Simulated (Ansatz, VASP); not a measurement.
**One calculation of NiO, two programs**

File INCAR:

```
SYSTEM = NiO
PREC     = Accurate       ! precision mode
ENCUT    = 520            ! plane-wave cutoff, eV
EDIFF    = 1E-6           ! SCF threshold, eV
ISMEAR   = -1             ! smearing method
SIGMA    = 0.05           ! smearing width, eV
LREAL    = .FALSE.        ! projectors in reciprocal space
LASPH    = .TRUE.         ! aspherical terms in the spheres
NELM     = 150            ! most SCF steps
ALGO     = Normal         ! electronic algorithm
ISIF     = 2              ! what is computed and relaxed
LWAVE    = .FALSE.        ! write WAVECAR
LCHARG   = .FALSE.        ! write CHGCAR
ISPIN    = 2              ! spin polarisation
MAGMOM   = 2 0            ! initial moments
LORBIT   = 11             ! projections on sites
NUPDOWN  = 2.0            ! fixed moment
LMAXMIX  = 4              ! l up to which the mixer works
GGA      = PE             ! functional
NBANDS   = 19             ! bands
```

Contents of KPOINTS:

```
regular mesh
0
G
  9 9 9
  0 0 0
```

Contents of POSCAR:

```
NiO
1.0
    0.0000000000      2.0913095100      2.0913095100
    2.0913095100      0.0000000000      2.0913095100
    2.0913095100      2.0913095100      0.0000000000
Ni O
1 1
Direct
    0.0000000000      0.0000000000      0.0000000000
    0.5000000000      0.5000000000      0.5000000000
```

The input input.yaml:

```yaml
crystal:
  lattice:
    - [0.0, 2.09130951, 2.09130951]
    - [2.09130951, 0.0, 2.09130951]
    - [2.09130951, 2.09130951, 0.0]
  atoms:
    - { symbol: Ni, position: [0.0, 0.0, 0.0], spin: 2.0 }
    - { symbol: O, position: [0.5, 0.5, 0.5] }
hamiltonian:
  xc: pbe
  pseudopotentials: { kind: paw }
magnetization:
  spin_polarized: true
  initial_magnetization: 2.0
  spin_locking: { lock_magnetization: hard }
kpoints:
  mp_grid: { grid: [9, 9, 9] }
scf:
  occupations: { method: fermi_dirac, width: 0.05 }
  lower_state_search: "off"
output:
  forces: true
  stress: true
  eigenvalues: true
  write_density: true
  write_potential: true
  elf: true
  volumetric_format: npy
```

Alike in both runs: task single point; functional PBE; k mesh 9 × 9 × 9; occupations fermi-dirac, width 0.05 eV; collinear spin; fixed moment 2 μB.

|  | VASP | Ansatz |
| --- | --- | --- |
| version | VASP 6.6.1 | Ansatz 0.2.0 |
| potentials or method | VASP PAW PBE potentials, release 64 (Ni, O) | Ansatz PAW |
| plane-wave cutoff (eV) | 520 | 420 |
| valence electrons in the cell | 16 | 24 |

|  | VASP | Ansatz | Ansatz less VASP |
| --- | --- | --- | --- |
| pressure (GPa) | 7.0 | 7.2 | +0.23 |
| net moment per atom (μB) | 1.00 | 1.00 | 0.000 |
| size of the moment on the site where the two differ most (μB) | 1.61 | 1.58 | -0.024 |

Site moments also hang on the region over which each program counts them. With one functional, cell and mesh, what is left measures potentials, basis and numerics. VASP's potentials hold 16 valence electrons a cell and Ansatz's 24, so a difference there can come from the potentials and not from the codes.
